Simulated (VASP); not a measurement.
# AlN (Fm-3m) in VASP: notebook

The runs below take AlN through single point, relaxation of the atoms, with PBE.

Program: VASP 6.6.1. These are calculated values, not measurements. Logs are shortened: lines on timing, memory, paths and dates and some standing lists are left out, and cuts for length are marked.

## (1) The cell of the first run

The structure is cubic, space group Fm-3m (No. 225). The conventional cell has a = 3.938 Å, b = 3.938 Å, c = 3.938 Å, α = 90.00°, β = 90.00°, γ = 90.00°. Al (site symmetry m-3m) has 6 N at 1.97 Å within 2.6 Å. N (site symmetry m-3m) has 6 Al at 1.97 Å within 2.6 Å.

## (2) Single point, PBE

File INCAR:

```
SYSTEM = AlN
PREC = Accurate
ENCUT = 600
EDIFF = 1E-6
ISMEAR = -1
SIGMA = 0.02
LREAL = .False.
LASPH = .True.
NELM = 120
ALGO = Normal
ISIF = 2
LWAVE = .False.
LCHARG = .True.
GGA = PE
LELF = .True.
LVHAR = .True.
NBANDS = 11
GGA_COMPAT = .False.
```

File KPOINTS:

```
regular mesh
0
Gamma
  12 12 12
  0 0 0
```

File POSCAR:

```
AlN
1.0
    0.0000000000      1.9690000000      1.9690000000
    1.9690000000      0.0000000000      1.9690000000
    1.9690000000      1.9690000000      0.0000000000
Al N
1 1
Direct
    0.0000000000      0.0000000000      0.0000000000
    0.5000000000      0.5000000000      0.5000000000
```

Potentials or basis: VASP PAW PBE potentials, release 64 (Al, N).

Run with:

```console
$ cat potpaw_PBE.64/Al/POTCAR potpaw_PBE.64/N/POTCAR > POTCAR
$ mpirun -np 1 vasp_std > vasp.out
```

OUTCAR:

```text
SYSTEM = AlN
   PREC = Accurate
   ENCUT = 600
   EDIFF = 1E-6
   ISMEAR = -1
   LREAL = .False.
   LASPH = .True.
   NELM = 120
   ISIF = 2
   GGA = PE

 ion  position               nearest neighbor table
   1  0.000  0.000  0.000-   2 1.97   2 1.97   2 1.97   2 1.97   2 1.97   2 1.97
   2  0.500  0.500  0.500-   1 1.97   1 1.97   1 1.97   1 1.97   1 1.97   1 1.97

  LATTYP: Found a face centered cubic cell.
 ALAT       =     3.9380000000

  Lattice vectors:

 A1 = (   0.0000000000,   1.9690000000,   1.9690000000)
 A2 = (   1.9690000000,   0.0000000000,   1.9690000000)
 A3 = (   1.9690000000,   1.9690000000,   0.0000000000)

Analysis of symmetry for initial positions (statically):
=====================================================================
 Subroutine PRICEL returns:
 Original cell was already a primitive cell.

 Routine SETGRP: Setting up the symmetry group for a
 face centered cubic supercell.

 Subroutine GETGRP returns: Found 48 space group operations
 (whereof 48 operations were pure point group operations)
 out of a pool of 48 trial point group operations.

The static configuration has the point symmetry O_h .

Analysis of symmetry for dynamics (positions and initial velocities):
=====================================================================
 Subroutine PRICEL returns:
 Original cell was already a primitive cell.

 Routine SETGRP: Setting up the symmetry group for a
 face centered cubic supercell.

 Subroutine GETGRP returns: Found 48 space group operations
 (whereof 48 operations were pure point group operations)
 out of a pool of 48 trial point group operations.

The dynamic configuration has the point symmetry O_h .

 Subroutine INISYM returns: Found 48 space group operations
 (whereof 48 operations are pure point group operations),
 and found     1 'primitive' translations

----------------------------------------------------------------------------------------

                                     Primitive cell

  volume of cell :      15.2675

  direct lattice vectors                    reciprocal lattice vectors
     0.000000000  1.969000000  1.969000000    -0.253936008  0.253936008  0.253936008
     1.969000000  0.000000000  1.969000000     0.253936008 -0.253936008  0.253936008
     1.969000000  1.969000000  0.000000000     0.253936008  0.253936008 -0.253936008

  length of vectors
     2.784586504  2.784586504  2.784586504     0.439830068  0.439830068  0.439830068

[... 88 lines left out ...]
   POTIM  = 0.5000    time-step for ionic-motion
   TEBEG  =    0.0;   TEEND  =   0.0 temperature during run
   PSTRESS=    0.0 pullay stress
   NELECT =       8.0000    total number of electrons
   NUPDOWN=      -1.0000    fix difference up-down
   EMIN   =  10.00;   EMAX   =-10.00  energy-range for DOS
   EFERMI =   0.00;   METHOD = LEGACY
   ISMEAR =    -1;   SIGMA  =   0.02  broadening in eV -4-tet -1-fermi 0-gaus
   EFERMI_NEDOS =   21; number of points for ismear=-14 and -15
   IALGO  =     38    algorithm
   IMIX   =      4    mixing-type and parameters
     AMIX     =   0.40;   BMIX     =  1.00
     AMIX_MAG =   1.60;   BMIX_MAG =  1.00
  volume/ion in A,a.u.               =       7.63        51.51
  Fermi-wavevector in a.u.,A,eV,Ry     =   1.319823  2.494104 23.700443  1.741933
  Thomas-Fermi vector in A             =   2.449694
   LORBIT       =      0    0 simple, 1 ext, 2 COOP (PROOUT), +10 PAW based schemes
   GGA     = PE    functional components
   LHFCALC =     F    Hartree Fock is set to
   AEXX    =    0.0000 exact exchange contribution
   IVDW    =     0    specifies the selected vdW correction
   LEPSILON=     F    determine dielectric tensor
   LRPA    =     F    only Hartree local field effects (RPA)
 non-spin polarized calculation
  energy-cutoff  :      600.00
  volume of cell :       15.27
 maximum number of plane-waves:       532
 NGX is ok and might be reduce to    24
   NGX = 11   NGY = 11   NGZ = 11

 number of electron       8.0000000 magnetization

 Free energy of the ion-electron system (eV)
  ---------------------------------------------------
  ext. energy  EPLUGINS =         0.00000000
  ---------------------------------------------------
  free energy    TOTEN  =       -14.40978784 eV

  energy without entropy =      -14.40978784  energy(sigma->0) =      -14.40978784

 E-fermi :  11.4379     XC(G=0): -12.6612

 val. band max:       11.0245039732   @ k =   0.0000   0.0000   0.0000
 cond. band min:      16.1829862593   @ k =   0.5000   0.5000   0.0000
 fundamental gap:      5.1584822861
 Fermi energy:        11.4379045382

 k-point     1 :       0.0000    0.0000    0.0000
  band No.  band energies     occupation
      1      -7.2700      2.00000
      2      11.0245      2.00000
      3      11.0245      2.00000
      4      11.0245      2.00000
      5      17.8928      0.00000
      6      23.4441      0.00000
      7      23.4441      0.00000
      8      23.4441      0.00000
      9      28.8042      0.00000
     10      29.4033      0.00000
     11      29.4033      0.00000
[... 309 lines left out ...]
 k-point    24 :      -0.4167    0.1667    0.0000
  band No.  band energies     occupation
      1      -3.3932      2.00000
      2       2.8324      2.00000
      3       7.7359      2.00000
      4       9.4426      2.00000
      5      19.0734      0.00000
      6      21.2059      0.00000
      7      23.8537      0.00000
      8      24.7035      0.00000
      9      30.3421      0.00000
     10      31.6764      0.00000
     11      32.1884      0.00000

 [... further k-points ...]

------------------------ aborting loop because EDIFF is reached ----------------------------------------

  FORCE on cell =-STRESS in cart. coord.  units (eV):
  Direction    XX          YY          ZZ          XY          YZ          ZX
  --------------------------------------------------------------------------------------
  -------------------------------------------------------------------------------------
  Total        2.8563331      2.8563331      2.8563331     -0.0000000      0.0000000      0.0000000
  in kB      299.7452398    299.7452398    299.7452398     -0.0000000      0.0000000      0.0000000
  external PRESSURE =     299.7452398 kB  Pullay stress =       0.0000000 kB

 VOLUME and BASIS-vectors are now :
 -----------------------------------------------------------------------------
  energy-cutoff  :      600.00
  volume of cell :       15.27
      direct lattice vectors                 reciprocal lattice vectors
     0.000000000  1.969000000  1.969000000    -0.253936008  0.253936008  0.253936008
     1.969000000  0.000000000  1.969000000     0.253936008 -0.253936008  0.253936008
     1.969000000  1.969000000  0.000000000     0.253936008  0.253936008 -0.253936008

 POSITION                                       TOTAL-FORCE (eV/Angst)
 -----------------------------------------------------------------------------------
      0.00000      0.00000      0.00000         0.000000     -0.000000      0.000000
      1.96900      1.96900      1.96900         0.000000      0.000000      0.000000
 -----------------------------------------------------------------------------------
    total drift:                               -0.000000     -0.000000      0.000000

  FREE ENERGIE OF THE ION-ELECTRON SYSTEM (eV)
  ---------------------------------------------------
  free  energy   TOTEN  =       -14.4097878390 eV

  energy  without entropy=      -14.4097878390  energy(sigma->0) =      -14.40978784
```

stdout:

```text
POSCAR found type information on POSCAR AlN
 POSCAR found :  2 types and       2 ions
 scaLAPACK will be used
 LDA part: xc-table for (Slater+PW92), standard interpolation
 POSCAR, INCAR and KPOINTS ok, starting setup
 FFT: planning ... GRIDC
 FFT: planning ... GRID_SOFT
 FFT: planning ... GRID
 WAVECAR not read
 entering main loop
```

Run time: 6.3 s. Hardware: 1 thread of Intel Xeon 6975P-C (Granite Rapids), shared host; peak memory 0.14 GiB.

What came out:

```
Free energy            : -14.4098 eV
Pressure               : 30.0 GPa
Band gap on the k mesh : 5.16 eV (least direct gap 6.87 eV)
```

Caveat: the cell stands under pressure. A k mesh can miss the band edges.

## (3) Relaxation of the atoms, PBE

File INCAR:

```
SYSTEM = AlN
PREC = Accurate
ENCUT = 520
EDIFF = 1E-7
ISMEAR = -1
SIGMA = 0.02
LREAL = .FALSE.
LASPH = .TRUE.
NELM = 120
ALGO = Normal
ISIF = 2
LWAVE = .FALSE.
LCHARG = .FALSE.
GGA = PE
IBRION = 2
NSW = 80
EDIFFG = -0.02
GGA_COMPAT = .FALSE.
NELMIN = 4
```

File KPOINTS:

```
Automatic mesh
0
G
  12 12 12
  0 0 0
```

POSCAR is that of step 2.

Potentials or basis: VASP PAW PBE potentials, release 64 (Al, N).

Run with:

```console
$ cat potpaw_PBE.64/Al/POTCAR potpaw_PBE.64/N/POTCAR > POTCAR
$ mpirun -np 1 vasp_std > vasp.out
```

It took 5.2 s on 1 thread of Intel Xeon 6975P-C (Granite Rapids), shared host; peak memory 0.13 GiB.

It converged, with:

```yaml
Free_energy: -14.4082 eV
Pressure_after_relaxing: 30.1 GPa
Band_gap_on_the_k_mesh: 5.16 eV (least direct gap 6.87 eV)
```

Final structure:
```
CELL_PARAMETERS angstrom
0.00000 1.96900 1.96900
1.96900 0.00000 1.96900
1.96900 1.96900 0.00000
ATOMIC_POSITIONS crystal
Al 0.00000 0.00000 0.00000
N 0.50000 0.50000 0.50000
```

Levels at points of the mesh, in eV from the valence-band top:
```tsv
k point	band 1	band 2	band 3	band 4	band 5	band 6	band 7	band 8
(0.00, 0.00, 0.00)	-18.29	0.00	0.00	0.00	6.87	12.42	12.42	12.42
(0.50, 0.00, 0.00)	-14.71	-8.83	-1.23	-1.23	6.65	11.66	11.66	14.50
(0.50, 0.50, 0.00)	-13.61	-7.93	-3.01	-3.01	5.16	5.40	15.05	18.54
```

Caveat: the relaxation stopped at its first step, so nothing moved. A k mesh can miss the band edges.
